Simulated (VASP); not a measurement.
# Zn (P6_3/mmc) in VASP: relaxation of cell and atoms with LDA

Aim: the relaxation of cell and atoms of Zn with LDA.

Everything below comes from runs of VASP 6.6.1. Logs are shortened: lines on timing, memory, paths and dates and some standing lists are left out, and cuts for length are marked.

## 1. The cell of the first run

It takes space group P6_3/mmc (No. 194, hexagonal). Conventional cell: a = 2.670 Å, b = 2.670 Å, c = 4.966 Å, α = 90.00°, β = 90.00°, γ = 120.00°. Within 3.5 Å of Zn (site symmetry -6m2) lie 12 Zn at 2.67 to 2.92 Å.

## 2. Relaxation of cell and atoms, LDA

Input file INCAR:

```
ALGO = Normal ; EDIFF = 1E-7
EDIFFG = -0.03 ; ENCUT = 600
GGA = CA ; IBRION = 2
ISIF = 3 ; ISMEAR = -1
LASPH = True ; LCHARG = False
LREAL = False ; LWAVE = False
NELM = 60 ; NSW = 80
PREC = Accurate ; SIGMA = 0.05
```

Input file KPOINTS:

```
k-points
0
Gamma
  17 17 8
```

Input file POSCAR:

```
Zn
1.0
    2.6700000000      0.0000000000      0.0000000000
   -1.3350000000      2.3122880000      0.0000000000
    0.0000000000      0.0000000000      4.9660000000
Zn
2
Direct
    0.3333333333      0.6666666667      0.2500000000
    0.6666666667      0.3333333333      0.7500000000
```

Potentials or basis: VASP PAW LDA potentials, release 64 (Zn).

Started as:

```bash
> cat potpaw_LDA.64/Zn/POTCAR > POTCAR
> mpirun -np 1 vasp_std > vasp.out
```

OUTCAR:

```text
EDIFF = 1E-7
   EDIFFG = -0.03
   ENCUT = 600
   GGA = CA
   IBRION = 2
   ISIF = 3
   ISMEAR = -1
   LASPH = True
   LREAL = False
   NELM = 60
   NSW = 80
   PREC = Accurate

 ion  position               nearest neighbor table
   1  0.333  0.667  0.250-   2 2.92   2 2.92   2 2.92   2 2.92   2 2.92   2 2.92
   2  0.667  0.333  0.750-   1 2.92   1 2.92   1 2.92   1 2.92   1 2.92   1 2.92

  LATTYP: Found a hexagonal cell.
 ALAT       =     2.6700000000
 C/A-ratio  =     1.8599250936

  Lattice vectors:

 A1 = (   2.6700000000,   0.0000000000,   0.0000000000)
 A2 = (  -1.3350000000,   2.3122880000,   0.0000000000)
 A3 = (   0.0000000000,   0.0000000000,   4.9660000000)

Analysis of symmetry for initial positions (statically):
=====================================================================
 Subroutine PRICEL returns:
 Original cell was already a primitive cell.

 Routine SETGRP: Setting up the symmetry group for a
 hexagonal supercell.

 Subroutine GETGRP returns: Found 24 space group operations
 (whereof 12 operations were pure point group operations)
 out of a pool of 24 trial point group operations.

The static configuration has the point symmetry D_3d.
 The point group associated with its full space group is D_6h.

Analysis of symmetry for dynamics (positions and initial velocities):
=====================================================================
 Subroutine PRICEL returns:
 Original cell was already a primitive cell.

 Routine SETGRP: Setting up the symmetry group for a
 hexagonal supercell.

 Subroutine GETGRP returns: Found 24 space group operations
 (whereof 12 operations were pure point group operations)
 out of a pool of 24 trial point group operations.

The dynamic configuration has the point symmetry D_3d.
 The point group associated with its full space group is D_6h.

 Subroutine INISYM returns: Found 24 space group operations
 (whereof 12 operations are pure point group operations),
 and found     1 'primitive' translations

----------------------------------------------------------------------------------------

                                     Primitive cell

  volume of cell :      30.6591

  direct lattice vectors                    reciprocal lattice vectors
     2.670000000  0.000000000  0.000000000     0.374531835  0.216236040  0.000000000
    -1.335000000  2.312288000  0.000000000     0.000000000  0.432472080  0.000000000
     0.000000000  0.000000000  4.966000000     0.000000000  0.000000000  0.201369311

  length of vectors
     2.670000000  2.670000149  4.966000000     0.432472104  0.432472080  0.201369311

  position of ions in fractional coordinates (direct lattice)
     0.333333333  0.666666667  0.250000000
     0.666666667  0.333333333  0.750000000

  ion indices of the primitive-cell ions
   primitive index   ion index
                 1           1
                 2           2

----------------------------------------------------------------------------------------

 KPOINTS: k-points

Automatic generation of k-mesh.
 Grid dimensions read from file:
 generate k-points for:   17   17    8

 Generating k-lattice:

  Cartesian coordinates                     Fractional coordinates (reciprocal lattice)
     0.022031284  0.012719767  0.000000000     0.058823529  0.000000000  0.000000000
     0.000000000  0.025439534  0.000000000     0.000000000  0.058823529  0.000000000
     0.000000000  0.000000000  0.025171164     0.000000000  0.000000000  0.125000000

  Length of vectors
     0.025439536  0.025439534  0.025171164

  Shift w.r.t. Gamma in fractional coordinates (k-lattice)
     0.000000000  0.000000000  0.000000000

 Subroutine IBZKPT returns following result:
 ===========================================

 Found    165 irreducible k-points:

 Following reciprocal coordinates:
            Coordinates               Weight
  0.000000  0.000000  0.000000      1.000000
  0.058824  0.000000  0.000000      6.000000
  0.117647  0.000000  0.000000      6.000000
  0.176471 -0.000000  0.000000      6.000000
  0.235294  0.000000  0.000000      6.000000
  0.294118 -0.000000  0.000000      6.000000
[... 16 lines left out ...]
  0.411765  0.117647  0.000000     12.000000
  0.176471  0.176471  0.000000      6.000000
 [... further k-points ...]
   k-points           NKPTS =    165   k-points in BZ     NKDIM =    165   number of bands    NBANDS=     16
   number of dos      NEDOS =    301   number of ions     NIONS =      2
   total plane-waves  NPLWV =  23040
   dimension x,y,z NGX =    24 NGY =   24 NGZ =   40
   dimension x,y,z NGXF=    48 NGYF=   48 NGZF=   80
   ions per type =               2
   NGX,Y,Z   is equivalent  to a cutoff of  14.94, 14.94, 13.39 a.u.
   NGXF,Y,Z  is equivalent  to a cutoff of  29.89, 29.89, 26.78 a.u.
 SYSTEM =  unknown system
   PREC   = accura    normal or accurate (medium, high low for compatibility)
   ISTART =      0    job   : 0-new  1-cont  2-samecut
   ICHARG =      2    charge: 1-file 2-atom 10-const
   ISPIN  =      1    spin polarized calculation?
   LNONCOLLINEAR =      F non collinear calculations
   LSORBIT =      F    spin-orbit coupling
   LASPH  =      T    aspherical Exc in radial PAW
   ENCUT  =  600.0 eV  44.10 Ry    6.64 a.u.   5.33  5.33  9.92*2*pi/ulx,y,z
   NELM   =     60;   NELMIN=  2; NELMDL= -5     # of ELM steps
   EDIFF  = 0.1E-06   stopping-criterion for ELM
   LREAL  =      F    real-space projection
   EDIFFG = -.3E-01   stopping-criterion for IOM
   NSW    =     80    number of steps for IOM
   IBRION =      2    ionic relax: 0-MD 1-quasi-New 2-CG
   NFREE  =      1    steps in history (QN), initial steepest desc. (CG)
   ISIF   =      3    stress and relaxation
   ISYM   =      2    0-nonsym 1-usesym 2-fastsym
   POTIM  = 0.5000    time-step for ionic-motion
   TEBEG  =    0.0;   TEEND  =   0.0 temperature during run
   PSTRESS=    0.0 pullay stress
   NELECT =      24.0000    total number of electrons
   NUPDOWN=      -1.0000    fix difference up-down
   EMIN   =  10.00;   EMAX   =-10.00  energy-range for DOS
   EFERMI =   0.00;   METHOD = LEGACY
   ISMEAR =    -1;   SIGMA  =   0.05  broadening in eV -4-tet -1-fermi 0-gaus
   EFERMI_NEDOS =   21; number of points for ismear=-14 and -15
   IALGO  =     38    algorithm
   IMIX   =      4    mixing-type and parameters
     AMIX     =   0.40;   BMIX     =  1.00
     AMIX_MAG =   1.60;   BMIX_MAG =  1.00
  volume/ion in A,a.u.               =      15.33       103.45
  Fermi-wavevector in a.u.,A,eV,Ry     =   1.508778  2.851177 30.972443  2.276410
  Thomas-Fermi vector in A             =   2.619187
   LORBIT       =      0    0 simple, 1 ext, 2 COOP (PROOUT), +10 PAW based schemes
   GGA     = CA    functional components
   LHFCALC =     F    Hartree Fock is set to
   AEXX    =    0.0000 exact exchange contribution
   IVDW    =     0    specifies the selected vdW correction
   LEPSILON=     F    determine dielectric tensor
   LRPA    =     F    only Hartree local field effects (RPA)
 conjugate gradient relaxation of ions
 non-spin polarized calculation
  energy-cutoff  :      600.00
  volume of cell :       30.66
 maximum number of plane-waves:      1064
 NGX is ok and might be reduce to    24
   NGX = 11   NGY = 11   NGZ = 19

--------------------------------------- Ionic step        1  -------------------------------------------

 number of electron      24.0000003 magnetization

 Free energy of the ion-electron system (eV)
  ---------------------------------------------------
  ext. energy  EPLUGINS =         0.00000000
  ---------------------------------------------------
  free energy    TOTEN  =        -3.64575385 eV

  energy without entropy =       -3.64049673  energy(sigma->0) =       -3.64312529

------------------------ aborting loop because EDIFF is reached ----------------------------------------

  FORCE on cell =-STRESS in cart. coord.  units (eV):
  Direction    XX          YY          ZZ          XY          YZ          ZX
  --------------------------------------------------------------------------------------
  -------------------------------------------------------------------------------------
  Total       -1.8799746     -1.8799749     -1.2938174     -0.0000000      0.0000000      0.0000000
  in kB      -98.2432380    -98.2432526    -67.6119809     -0.0000000      0.0000000      0.0000000
  external PRESSURE =     -88.0328238 kB  Pullay stress =       0.0000000 kB
[... 273 lines left out ...]
  energy  without entropy=       -3.7422848414  energy(sigma->0) =       -3.74415777

--------------------------------------- Ionic step        9  -------------------------------------------

 number of electron      24.0000016 magnetization

 Free energy of the ion-electron system (eV)
  ---------------------------------------------------
  ext. energy  EPLUGINS =         0.00000000
  ---------------------------------------------------
  free energy    TOTEN  =        -3.75316251 eV

  energy without entropy =       -3.74955118  energy(sigma->0) =       -3.75135685

 E-fermi :   3.7973     XC(G=0): -12.5395

 val. band max:        3.7872594866   @ k =   0.2353   0.2353   0.1250
 cond. band min:       3.7993444138   @ k =   0.2941   0.1765   0.1250
 fundamental gap:      0.0120849271
 Fermi energy:         3.7972769607

 k-point     1 :       0.0000    0.0000    0.0000
  band No.  band energies     occupation
      1      -7.5950      2.00000
      2      -5.3771      2.00000
      3      -4.4999      2.00000
      4      -4.2861      2.00000
      5      -4.2861      2.00000
      6      -4.2085      2.00000
[... 8 lines left out ...]
     15      21.7250      0.00000
     16      21.7250      0.00000
[... 420 lines left out ...]
  band No.  band energies     occupation
      1      -5.1719      2.00000
      2      -4.7163      2.00000
      3      -4.6355      2.00000
      4      -4.5977      2.00000
      5      -4.3197      2.00000
      6      -4.2463      2.00000
[... 8 lines left out ...]
     15      10.6985      0.00000
     16      17.2354      0.00000

 [... further k-points ...]

------------------------ aborting loop because EDIFF is reached ----------------------------------------

  FORCE on cell =-STRESS in cart. coord.  units (eV):
  Direction    XX          YY          ZZ          XY          YZ          ZX
  --------------------------------------------------------------------------------------
  -------------------------------------------------------------------------------------
  Total        0.0319766      0.0319766     -0.0296681      0.0000000      0.0000000      0.0000000
  in kB        1.8966463      1.8966466     -1.7597195      0.0000000      0.0000000      0.0000000
  external PRESSURE =       0.6778578 kB  Pullay stress =       0.0000000 kB
[... 17 lines left out ...]
  FREE ENERGIE OF THE ION-ELECTRON SYSTEM (eV)
  ---------------------------------------------------
  free  energy   TOTEN  =        -3.7531625110 eV

  energy  without entropy=       -3.7495511790  energy(sigma->0) =       -3.75135685

 reached required accuracy - stopping structural energy minimisation
```

Run time: 8.8 min. Hardware: 1 thread of Intel Xeon 8259CL, shared host; peak memory 0.22 GiB.

Results:

* Free energy: -3.7532 eV
* Relaxed volume: 13.51 Å³/atom
* Relaxed cell: a = 2.599 Å, b = 2.599 Å, c = 4.618 Å, α = 90.00°, β = 90.00°, γ = 120.00°
* Space group after relaxing (to 0.1 Å): P6_3/mmc (No. 194)
* Energy gained by relaxing: 53.7 meV/atom
* Ionic steps: 9
* Pressure after relaxing: 0.1 GPa
* Band gap on the k mesh: zero (bands 12 and 13 overlap by 3.69 eV)

The path:
```csv
step,energy change (eV),largest force (eV/Å),pressure (GPa),volume (Å³)
1,0.0000,0.0000,-8.80,30.66
2,-0.0981,0.0000,1.65,27.07
3,-0.1005,0.0000,-0.04,27.49
4,-0.1004,0.0000,-0.31,27.55
5,-0.1010,0.0000,-0.30,27.51
6,-0.1026,0.0000,-0.31,27.39
7,-0.1064,0.0000,-0.09,27.14
8,-0.1003,0.0000,1.11,26.61
9,-0.1074,0.0000,0.07,27.01
```

Final structure:
```cif
data_structure
_symmetry_space_group_name_H-M 'P 1'
_symmetry_Int_Tables_number 1
_cell_length_a 2.5989
_cell_length_b 2.5989
_cell_length_c 4.6180
_cell_angle_alpha 90.000
_cell_angle_beta 90.000
_cell_angle_gamma 120.000
_cell_volume 27.01
loop_
_atom_site_label
_atom_site_type_symbol
_atom_site_fract_x
_atom_site_fract_y
_atom_site_fract_z
_atom_site_occupancy
Zn1 Zn 0.33333 0.66667 0.25000 1
Zn2 Zn 0.66667 0.33333 0.75000 1
```

LDA usually gives volumes a few per cent too small. Zero-point motion and thermal expansion aren't in these numbers.
